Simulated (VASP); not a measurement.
# BaO (Fm-3m) in VASP: single point with LDA

Aim: the single point of BaO with LDA.

Everything below comes from runs of VASP 6.6.1. Logs are shortened: lines on timing, memory, paths and dates and some standing lists are left out, and cuts for length are marked.

### 1 The cell of the first run

Symmetry: Fm-3m, No. 225, cubic system. Conventional cell: a = 5.434 Å, b = 5.434 Å, c = 5.434 Å, α = 90.00°, β = 90.00°, γ = 90.00°. Ba (site symmetry m-3m) has 6 O at 2.72 Å within 3.6 Å. Within 3.6 Å of O (site symmetry m-3m) lie 6 Ba at 2.72 Å.

### 2 Single point, LDA

INCAR

```
ALGO = Normal ; EDIFF = 1E-6
ENCUT = 1340 ; GGA_COMPAT = False
ISIF = 2 ; ISMEAR = 0
LASPH = True ; LCHARG = True
LELF = True ; LREAL = False
LVHAR = True ; LWAVE = False
NBANDS = 15 ; NELM = 120
PREC = Accurate ; SIGMA = 0.02
```

KPOINTS

```
k-points
0
Gamma
  8 8 8
```

POSCAR

```
BaO
1.0
    0.0000000000      2.7171112972      2.7171112972
    2.7171112972      0.0000000000      2.7171112972
    2.7171112972      2.7171112972      0.0000000000
Ba O
1 1
Direct
    0.0000000000      0.0000000000      0.0000000000
    0.5000000000      0.5000000000      0.5000000000
```

Potentials or basis: VASP PAW LDA potentials, release 64 (Ba_sv, O_h).

The run is started by

```
cat potpaw_LDA.64/Ba_sv/POTCAR potpaw_LDA.64/O_h/POTCAR > POTCAR
mpirun -np 1 vasp_std > vasp.out
```

OUTCAR:

```text
EDIFF = 1E-6
   ENCUT = 1340
   ISIF = 2
   ISMEAR = 0
   LASPH = True
   LREAL = False
   NELM = 120
   PREC = Accurate

 ion  position               nearest neighbor table
   1  0.000  0.000  0.000-   2 2.72   2 2.72   2 2.72   2 2.72   2 2.72   2 2.72
   2  0.500  0.500  0.500-   1 2.72   1 2.72   1 2.72   1 2.72   1 2.72   1 2.72

  LATTYP: Found a face centered cubic cell.
 ALAT       =     5.4342225944

  Lattice vectors:

 A1 = (   0.0000000000,   2.7171112972,   2.7171112972)
 A2 = (   2.7171112972,   0.0000000000,   2.7171112972)
 A3 = (   2.7171112972,   2.7171112972,   0.0000000000)

Analysis of symmetry for initial positions (statically):
=====================================================================
 Subroutine PRICEL returns:
 Original cell was already a primitive cell.

 Routine SETGRP: Setting up the symmetry group for a
 face centered cubic supercell.

 Subroutine GETGRP returns: Found 48 space group operations
 (whereof 48 operations were pure point group operations)
 out of a pool of 48 trial point group operations.

The static configuration has the point symmetry O_h .

Analysis of symmetry for dynamics (positions and initial velocities):
=====================================================================
 Subroutine PRICEL returns:
 Original cell was already a primitive cell.

 Routine SETGRP: Setting up the symmetry group for a
 face centered cubic supercell.

 Subroutine GETGRP returns: Found 48 space group operations
 (whereof 48 operations were pure point group operations)
 out of a pool of 48 trial point group operations.

The dynamic configuration has the point symmetry O_h .

 Subroutine INISYM returns: Found 48 space group operations
 (whereof 48 operations are pure point group operations),
 and found     1 'primitive' translations

----------------------------------------------------------------------------------------

                                     Primitive cell

  volume of cell :      40.1192

  direct lattice vectors                    reciprocal lattice vectors
     0.000000000  2.717111297  2.717111297    -0.184018962  0.184018962  0.184018962
     2.717111297  0.000000000  2.717111297     0.184018962 -0.184018962  0.184018962
     2.717111297  2.717111297  0.000000000     0.184018962  0.184018962 -0.184018962

  length of vectors
     3.842575647  3.842575647  3.842575647     0.318730191  0.318730191  0.318730191

  position of ions in fractional coordinates (direct lattice)
     0.000000000  0.000000000  0.000000000
     0.500000000  0.500000000  0.500000000

  ion indices of the primitive-cell ions
   primitive index   ion index
                 1           1
                 2           2

----------------------------------------------------------------------------------------

 KPOINTS: k-points

Automatic generation of k-mesh.
 Grid dimensions read from file:
 generate k-points for:    8    8    8

 Generating k-lattice:

  Cartesian coordinates                     Fractional coordinates (reciprocal lattice)
    -0.023002370  0.023002370  0.023002370     0.125000000  0.000000000  0.000000000
     0.023002370 -0.023002370  0.023002370     0.000000000  0.125000000  0.000000000
     0.023002370  0.023002370 -0.023002370     0.000000000  0.000000000  0.125000000

  Length of vectors
     0.039841274  0.039841274  0.039841274

  Shift w.r.t. Gamma in fractional coordinates (k-lattice)
     0.000000000  0.000000000  0.000000000

 Subroutine IBZKPT returns following result:
 ===========================================

 Found     29 irreducible k-points:

 Following reciprocal coordinates:
            Coordinates               Weight
  0.000000  0.000000  0.000000      1.000000
  0.125000  0.000000  0.000000      8.000000
  0.250000  0.000000  0.000000      8.000000
  0.375000  0.000000  0.000000      8.000000
  0.500000  0.000000  0.000000      4.000000
  0.125000  0.125000  0.000000      6.000000
[... 16 lines left out ...]
  0.500000  0.250000  0.125000     48.000000
 -0.375000  0.250000  0.125000     24.000000
 [... further k-points ...]
   k-points           NKPTS =     29   k-points in BZ     NKDIM =     29   number of bands    NBANDS=     15
   number of dos      NEDOS =    301   number of ions     NIONS =      2
   total plane-waves  NPLWV = 110592
   dimension x,y,z NGX =    48 NGY =   48 NGZ =   48
   dimension x,y,z NGXF=    96 NGYF=   96 NGZF=   96
   ions per type =               1   1
   NGX,Y,Z   is equivalent  to a cutoff of  20.77, 20.77, 20.77 a.u.
   NGXF,Y,Z  is equivalent  to a cutoff of  41.53, 41.53, 41.53 a.u.
 SYSTEM =  unknown system
   PREC   = accura    normal or accurate (medium, high low for compatibility)
   ISTART =      0    job   : 0-new  1-cont  2-samecut
   ICHARG =      2    charge: 1-file 2-atom 10-const
   ISPIN  =      1    spin polarized calculation?
   LNONCOLLINEAR =      F non collinear calculations
   LSORBIT =      F    spin-orbit coupling
   LASPH  =      T    aspherical Exc in radial PAW
   ENCUT  = 1340.0 eV  98.49 Ry    9.92 a.u.  11.47 11.47 11.47*2*pi/ulx,y,z
   NELM   =    120;   NELMIN=  2; NELMDL= -5     # of ELM steps
   EDIFF  = 0.1E-05   stopping-criterion for ELM
   LREAL  =      F    real-space projection
   EDIFFG = 0.1E-04   stopping-criterion for IOM
   NSW    =      0    number of steps for IOM
   IBRION =     -1    ionic relax: 0-MD 1-quasi-New 2-CG
   NFREE  =      0    steps in history (QN), initial steepest desc. (CG)
   ISIF   =      2    stress and relaxation
   ISYM   =      2    0-nonsym 1-usesym 2-fastsym
   POTIM  = 0.5000    time-step for ionic-motion
   TEBEG  =    0.0;   TEEND  =   0.0 temperature during run
   PSTRESS=    0.0 pullay stress
   NELECT =      16.0000    total number of electrons
   NUPDOWN=      -1.0000    fix difference up-down
   EMIN   =  10.00;   EMAX   =-10.00  energy-range for DOS
   EFERMI =   0.00;   METHOD = LEGACY
   ISMEAR =     0;   SIGMA  =   0.02  broadening in eV -4-tet -1-fermi 0-gaus
   EFERMI_NEDOS =   21; number of points for ismear=-14 and -15
   IALGO  =     38    algorithm
   IMIX   =      4    mixing-type and parameters
     AMIX     =   0.40;   BMIX     =  1.00
     AMIX_MAG =   1.60;   BMIX_MAG =  1.00
  volume/ion in A,a.u.               =      20.06       135.37
  Fermi-wavevector in a.u.,A,eV,Ry     =   1.205029  2.277174 19.756941  1.452094
  Thomas-Fermi vector in A             =   2.340737
   LORBIT       =      0    0 simple, 1 ext, 2 COOP (PROOUT), +10 PAW based schemes
   GGA     = CA    functional components
   LHFCALC =     F    Hartree Fock is set to
   AEXX    =    0.0000 exact exchange contribution
   IVDW    =     0    specifies the selected vdW correction
   LEPSILON=     F    determine dielectric tensor
   LRPA    =     F    only Hartree local field effects (RPA)
 non-spin polarized calculation
 Gauss-broadening in eV      SIGMA  =   0.02
  energy-cutoff  :     1340.00
  volume of cell :       40.12
 maximum number of plane-waves:      4520
 NGX is ok and might be reduce to    48
   NGX = 23   NGY = 23   NGZ = 23

 number of electron      16.0000000 magnetization

 Free energy of the ion-electron system (eV)
  ---------------------------------------------------
  ext. energy  EPLUGINS =         0.00000000
  ---------------------------------------------------
  free energy    TOTEN  =       -13.11042580 eV

  energy without entropy =      -13.11042580  energy(sigma->0) =      -13.11042580

 E-fermi :   2.2618     XC(G=0): -10.3336

 val. band max:        2.1613395516   @ k =   0.5000   0.5000   0.0000
 cond. band min:       3.7613440721   @ k =   0.5000   0.5000   0.0000
 fundamental gap:      1.6000045206
 Fermi energy:         2.2617922929

 k-point     1 :       0.0000    0.0000    0.0000
  band No.  band energies     occupation
      1     -23.6289      2.00000
      2     -12.7146      2.00000
      3      -8.0157      2.00000
      4      -8.0157      2.00000
      5      -8.0157      2.00000
      6       1.6329      2.00000
      7       1.6329      2.00000
      8       1.6329      2.00000
      9       5.7220      0.00000
     10       6.7059      0.00000
     11       6.7059      0.00000
     12       6.7059      0.00000
     13       9.1704      0.00000
     14       9.1704      0.00000
     15      11.8491      0.00000

 k-point     2 :       0.1250    0.0000    0.0000
  band No.  band energies     occupation
      1     -23.5819      2.00000
      2     -12.8547      2.00000
      3      -8.0485      2.00000
      4      -8.0367      2.00000
      5      -8.0367      2.00000
      6       1.2671      2.00000
      7       1.4057      2.00000
      8       1.4057      2.00000
      9       6.3621      0.00000
     10       6.6015      0.00000
     11       7.0201      0.00000
     12       7.0201      0.00000
     13       9.6146      0.00000
     14       9.6146      0.00000
     15      12.8979      0.00000

 k-point     3 :       0.2500    0.0000    0.0000
  band No.  band energies     occupation
      1     -23.4649      2.00000
      2     -13.1923      2.00000
      3      -8.1217      2.00000
      4      -8.0858      2.00000
      5      -8.0858      2.00000
      6       0.5842      2.00000
      7       0.9258      2.00000
      8       0.9258      2.00000
      9       6.4726      0.00000
     10       7.8744      0.00000
     11       7.8744      0.00000
     12       8.0593      0.00000
     13      10.7060      0.00000
     14      10.7060      0.00000
     15      15.1759      0.00000
[... 343 lines left out ...]
 k-point    23 :       0.5000    0.2500    0.1250
  band No.  band energies     occupation
      1     -23.2832      2.00000
      2     -13.3991      2.00000
      3      -8.7629      2.00000
      4      -8.5787      2.00000
      5      -8.1357      2.00000
      6       0.4532      2.00000
      7       0.7359      2.00000
      8       1.4599      2.00000
      9       6.1060      0.00000
     10       8.1696      0.00000
     11       9.6932      0.00000
     12       9.8390      0.00000
     13      11.9960      0.00000
     14      13.4991      0.00000
     15      15.1501      0.00000

 k-point    24 :      -0.3750    0.2500    0.1250
  band No.  band energies     occupation
      1     -23.2420      2.00000
      2     -13.4645      2.00000
      3      -8.7875      2.00000
      4      -8.7593      2.00000
      5      -8.1201      2.00000
      6       0.3237      2.00000
      7       1.0525      2.00000
      8       1.1105      2.00000
      9       6.9111      0.00000
     10       7.5431      0.00000
     11      10.1884      0.00000
     12      10.3025      0.00000
     13      12.6223      0.00000
     14      14.2080      0.00000
     15      14.5635      0.00000

 [... further k-points ...]

------------------------ aborting loop because EDIFF is reached ----------------------------------------

  FORCE on cell =-STRESS in cart. coord.  units (eV):
  Direction    XX          YY          ZZ          XY          YZ          ZX
  --------------------------------------------------------------------------------------
  -------------------------------------------------------------------------------------
  Total        0.5481573      0.5481573      0.5481573      0.0000000      0.0000000     -0.0000000
  in kB       21.8908958     21.8908958     21.8908958      0.0000000      0.0000000     -0.0000000
  external PRESSURE =      21.8908958 kB  Pullay stress =       0.0000000 kB

 VOLUME and BASIS-vectors are now :
 -----------------------------------------------------------------------------
  energy-cutoff  :     1340.00
  volume of cell :       40.12
      direct lattice vectors                 reciprocal lattice vectors
     0.000000000  2.717111297  2.717111297    -0.184018962  0.184018962  0.184018962
     2.717111297  0.000000000  2.717111297     0.184018962 -0.184018962  0.184018962
     2.717111297  2.717111297  0.000000000     0.184018962  0.184018962 -0.184018962

 POSITION                                       TOTAL-FORCE (eV/Angst)
 -----------------------------------------------------------------------------------
      0.00000      0.00000      0.00000         0.000000     -0.000000     -0.000000
      2.71711      2.71711      2.71711        -0.000000      0.000000      0.000000
 -----------------------------------------------------------------------------------
    total drift:                               -0.000000     -0.000000     -0.000000

  FREE ENERGIE OF THE ION-ELECTRON SYSTEM (eV)
  ---------------------------------------------------
  free  energy   TOTEN  =       -13.1104257959 eV

  energy  without entropy=      -13.1104257959  energy(sigma->0) =      -13.11042580
```

Run time: 65 s. Hardware: 1 thread of Intel Xeon Platinum 8175M at 2.50GHz (Skylake/Cascade Lake), shared host; peak memory 0.31 GiB.

What came out:

```
Free energy            : -13.1104 eV
Pressure               : 2.2 GPa
Band gap on the k mesh : 1.60 eV
```

Levels at points of the mesh, in eV from the valence-band top:
```csv
k point,band 4,band 5,band 6,band 7,band 8,band 9,band 10,band 11,band 12,band 13
"(0.00, 0.00, 0.00)",-10.18,-10.18,-0.53,-0.53,-0.53,3.56,4.54,4.54,4.54,7.01
"(0.50, 0.00, 0.00)",-10.31,-10.31,-2.33,-1.80,-1.80,4.86,7.28,7.28,8.25,10.97
"(0.50, 0.50, 0.00)",-10.89,-10.89,-0.26,-0.26,0.00,1.60,6.16,9.16,9.50,10.15
```

Caveat: spin-orbit coupling is left out, which moves the levels of the heavy elements. A k mesh can miss the band edges.
